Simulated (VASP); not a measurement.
Here is a VASP 6.6.1 calculation.

The input INCAR:

```
SYSTEM = MgCd3O4
  ALGO = Normal
  EDIFF = 1E-7
  ENCUT = 520
  GGA = PE
  ISIF = 2
  ISMEAR = 0
  LASPH = .TRUE.
  LCHARG = .FALSE.
  LREAL = .FALSE.
  LWAVE = .FALSE.
  NBANDS = 41
  NELM = 100
  PREC = Accurate
  SIGMA = 0.2
```

Contents of KPOINTS:

```
k-points
0
G
  6 6 4
  0 0 0
```

POSCAR

```
MgCd3O4
1.0
    3.2705335850      0.0017060727      0.0064210538
    0.0022070975      4.6856227038      0.0001088966
    0.0132437190      0.0001564767      6.6366599173
Mg Cd O
1 3 4
Direct
    0.0001880752      0.0098556576     -0.0000201327
    0.4996142547      0.5016755424      0.2443907272
   -0.0003566121      0.0005754793      0.4999789296
    0.5000051170      0.5017312240      0.7554483384
    0.0001385802      0.4880959962     -0.0000464071
    0.4995424981     -0.0011092349      0.2239951460
   -0.0003497269      0.5001836757      0.4999274242
    0.5012178140     -0.0010083404      0.7763259746
```

Potentials or basis: VASP PAW PBE potentials, release 64 (Mg, Cd, O).

The run is started by

```bash
$ cat potpaw_PBE.64/Mg/POTCAR potpaw_PBE.64/Cd/POTCAR potpaw_PBE.64/O/POTCAR > POTCAR
$ mpirun -np 1 vasp_std > vasp.out
```

Task: What does it give for the band gap on the k mesh?

Result: Zero (band 31 reaches 2.26 eV, above the bottom of band 32 at 2.17 eV).

Task: What does it give for the largest force?

Result: 0.072 eV/Å.

Task: Predict the pressure.

Result: 0.9 GPa.

Forces in eV/Å, atoms in the order of the input:
```
Mg   0.000 -0.001  0.001
Cd   0.002 -0.004  0.023
Cd   0.003  0.005  0.002
Cd   0.002 -0.004 -0.021
O   -0.003 -0.010  0.000
O   -0.002  0.010 -0.071
O    0.003 -0.003  0.002
O   -0.004  0.007  0.064
```
